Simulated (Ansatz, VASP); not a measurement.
**One calculation of Mg2CdSe3, two programs**

File INCAR:

```
SYSTEM = Mg2CdSe3
ALGO     = Normal         ! electronic algorithm
EDIFF    = 1E-7           ! SCF threshold, eV
ENCUT    = 520            ! plane-wave cutoff, eV
GGA      = PE             ! functional
ISIF     = 2              ! what is computed and relaxed
ISMEAR   = 0              ! smearing method
LASPH    = .TRUE.         ! aspherical terms in the spheres
LCHARG   = .FALSE.        ! write CHGCAR
LREAL    = .FALSE.        ! projectors in reciprocal space
LWAVE    = .FALSE.        ! write WAVECAR
NBANDS   = 26             ! bands
NELM     = 100            ! most SCF steps
PREC     = Accurate       ! precision mode
SIGMA    = 0.1            ! smearing width, eV
```

The input KPOINTS:

```
k-points
0
G
  6 6 2
  0 0 0
```

The input POSCAR:

```
Mg2CdSe3
1.0
    4.0675907000      0.0000000000      0.0000000000
   -2.0337953500      3.5226368800      0.0000000000
    0.0000000000      0.0000000000      9.9635217100
Mg Cd Se
2 1 3
Direct
    0.6666666700      0.3333333300      0.1666666700
    0.3333333300      0.6666666700      0.8333333300
    0.0000000000      0.0000000000      0.5000000000
    0.6666666700      0.3333333300      0.6666666700
    0.0000000000      0.0000000000      0.0000000000
    0.3333333300      0.6666666700      0.3333333300
```

Input for Ansatz:

```yaml
crystal:
  lattice:
    - [4.0675907, 0.0, 0.0]
    - [-2.03379535, 3.52263688, 0.0]
    - [0.0, 0.0, 9.96352171]
  atoms:
    - { symbol: Mg, position: [0.66666667, 0.33333333, 0.16666667] }
    - { symbol: Mg, position: [0.33333333, 0.66666667, 0.83333333] }
    - { symbol: Cd, position: [0.0, 0.0, 0.5] }
    - { symbol: Se, position: [0.66666667, 0.33333333, 0.66666667] }
    - { symbol: Se, position: [0.0, 0.0, 0.0] }
    - { symbol: Se, position: [0.33333333, 0.66666667, 0.33333333] }
basis:
  ecutwfc: 420
kpoints:
  mp_grid: { grid: [6, 6, 2] }
hamiltonian:
  xc: pbe
scf:
  occupations: { method: gaussian, width: 0.1 }
  lower_state_search: "off"
output:
  forces: true
  stress: true
  eigenvalues: true
```

Alike in both runs: task single point; functional PBE; k mesh 6 × 6 × 2; occupations gaussian, width 0.1 eV; no spin polarisation.

|  | VASP | Ansatz |
| --- | --- | --- |
| version | VASP 6.6.1 | Ansatz 0.2.0 |
| potentials or method | VASP PAW PBE potentials, release 64 (Mg, Cd, Se), cutoff 520 eV | scalar-relativistic, plane waves, PAW |
| valence electrons in the cell | 34 | 88 |

Ansatz gave:

```
gap on the k mesh at the Fermi level (eV)                     : 0.83
least direct gap on the mesh (eV)                             : 1.18
pressure (GPa)                                                : -4.1
traceless stress, the component that is largest in VASP (GPa) : -0.09
rms of the force components (eV/Å)                            : 0.134
```

Task: Which values does VASP return?

Result: gap on the k mesh at the Fermi level (eV): 0.81; least direct gap on the mesh (eV): 1.17; pressure (GPa): -4.1; traceless stress, the component that is largest in VASP (GPa): -0.09; rms of the force components (eV/Å): 0.146.

Atom by atom the forces differ by 0.011 eV/Å (rms over components). VASP's potentials hold 34 valence electrons a cell and Ansatz's 88, so a difference there can come from the potentials and not from the codes.
